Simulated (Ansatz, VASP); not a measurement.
# One calculation of Si, two programs

The input INCAR:

```
PREC = Accurate ; ENCUT = 520
EDIFF = 1E-7 ; ISMEAR = 0
SIGMA = 0.03 ; LREAL = False
LASPH = True ; NELM = 100
ALGO = Normal ; ISIF = 2
LWAVE = False ; LCHARG = True
GGA = CA ; LELF = True
LVHAR = True ; NBANDS = 16
```

File KPOINTS:

```
regular mesh
0
Gamma
  12 12 6
```

POSCAR

```
Si
1.0
    3.8537843876      0.0000000000      0.0000000000
   -1.9268921938      3.3374751803      0.0000000000
    0.0000000000      0.0000000000      6.1198096075
Si
4
Direct
    0.3333333333      0.6666666667      0.0534951140
    0.6666666667      0.3333333333      0.5534951140
    0.3333333333      0.6666666667      0.4465048860
    0.6666666667      0.3333333333      0.9465048860
```

Input for Ansatz:

```yaml
crystal:
  lattice:
    - [3.8537843876, 0.0, 0.0]
    - [-1.9268921938, 3.3374751803, 0.0]
    - [0.0, 0.0, 6.1198096075]
  atoms:
    - { symbol: Si, position: [0.3333333333, 0.6666666667, 0.053495114] }
    - { symbol: Si, position: [0.6666666667, 0.3333333333, 0.553495114] }
    - { symbol: Si, position: [0.3333333333, 0.6666666667, 0.446504886] }
    - { symbol: Si, position: [0.6666666667, 0.3333333333, 0.946504886] }
basis:
  ecutwfc: 420
kpoints:
  mp_grid: { grid: [12, 12, 6] }
hamiltonian:
  xc: lda
  pseudopotentials: { kind: paw, azcp: { folder: soft_1 } }
scf:
  occupations: { method: gaussian, width: 0.03 }
output:
  forces: true
  stress: true
  eigenvalues: true
  write_density: true
  write_potential: true
  elf: true
  volumetric_format: npy
```

Alike in both runs: task single point; functional LDA; k mesh 12 × 12 × 6; occupations gaussian, width 0.03 eV; no spin polarisation.

```csv
,VASP,Ansatz
version,VASP 6.6.1,Ansatz 0.2.0
potentials or method,"VASP PAW LDA potentials, release 64 (Si), cutoff 520 eV","scalar-relativistic, plane waves, PAW"
valence electrons in the cell,16,16
```

|  | VASP | Ansatz | Ansatz less VASP |
| --- | --- | --- | --- |
| gap on the k mesh at the Fermi level (eV) | none | none | - |
| pressure (GPa) | 0.1 | 0.0 | -0.06 |
| traceless stress, the component that is largest in VASP (GPa) | 0.89 | 0.87 | -0.014 |
| rms of the force components (eV/Å) | 0.529 | 0.529 | +0.0005 |

Ansatz warns that its potentials were made for another functional, while VASP's fit it. LDA's correlation is that of Perdew and Zunger in VASP and of Perdew and Wang (1992) in Ansatz. Atom by atom the forces differ by 0.000 eV/Å (rms over components). A gap of «none» marks a metal or a gap that the smearing closes.
